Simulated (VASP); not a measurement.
Set up this calculation in VASP 6.6.1, as the native input.

```
Task                   : single point
Functional             : LDA
Potentials or basis    : VASP PAW LDA potentials, release 64 (Y_sv, Ga_d, C)
Cutoff                 : 520 eV
k mesh                 : 3 × 3 × 3
Occupations            : gaussian, width 0.1 eV
Spin                   : no spin polarisation
Dipole correction      : no
Further INCAR settings : ALGO = Normal; EDIFF = 1e-06; NBANDS = 33
```

The structure of Y3GaC lies in POSCAR:

```
Y3GaC
1.0
    4.8542860000      0.0000000000      0.0000000000
    0.0000000000      4.8542860000      0.0000000000
    0.0000000000      0.0000000000      4.8542860000
Y Ga C
3 1 1
Direct
    0.5000000000      0.0000000000      0.5000000000
    0.5000000000      0.5000000000      0.0000000000
    0.0000000000      0.5000000000      0.5000000000
    0.0000000000      0.0000000000      0.0000000000
    0.5000000000      0.5000000000      0.5000000000
```

The input as run:

INCAR

```
SYSTEM = Y3GaC
PREC     = Accurate       ! precision mode
ENCUT    = 520            ! plane-wave cutoff, eV
EDIFF    = 1E-6           ! SCF threshold, eV
ISMEAR   = 0              ! smearing method
SIGMA    = 0.1            ! smearing width, eV
LREAL    = .False.        ! projectors in reciprocal space
LASPH    = .True.         ! aspherical terms in the spheres
NELM     = 60             ! most SCF steps
ALGO     = Normal         ! electronic algorithm
ISIF     = 2              ! what is computed and relaxed
LWAVE    = .False.        ! write WAVECAR
LCHARG   = .True.         ! write CHGCAR
GGA      = CA             ! functional
LELF     = .True.         ! ELF
LVHAR    = .True.       
NBANDS   = 33             ! bands
```

KPOINTS

```
regular mesh
0
Gamma
  3 3 3
  0 0 0
```

Potentials or basis: VASP PAW LDA potentials, release 64 (Y_sv, Ga_d, C).

Run with:

```sh
$ cat potpaw_LDA.64/Y_sv/POTCAR potpaw_LDA.64/Ga_d/POTCAR potpaw_LDA.64/C/POTCAR > POTCAR
$ mpirun -np 1 vasp_std > vasp.out
```

Results of the run:

- Pressure: -4.4 GPa
- Band gap on the k mesh: zero (filled and empty bands touch)

Caveat: the k points lie up to 0.43 Å⁻¹ apart.

Run time: 9.1 s on 1 thread of Intel(R) Xeon(R) 6975P-C (Granite Rapids), with other jobs on the host, peak memory 0.18 GiB.
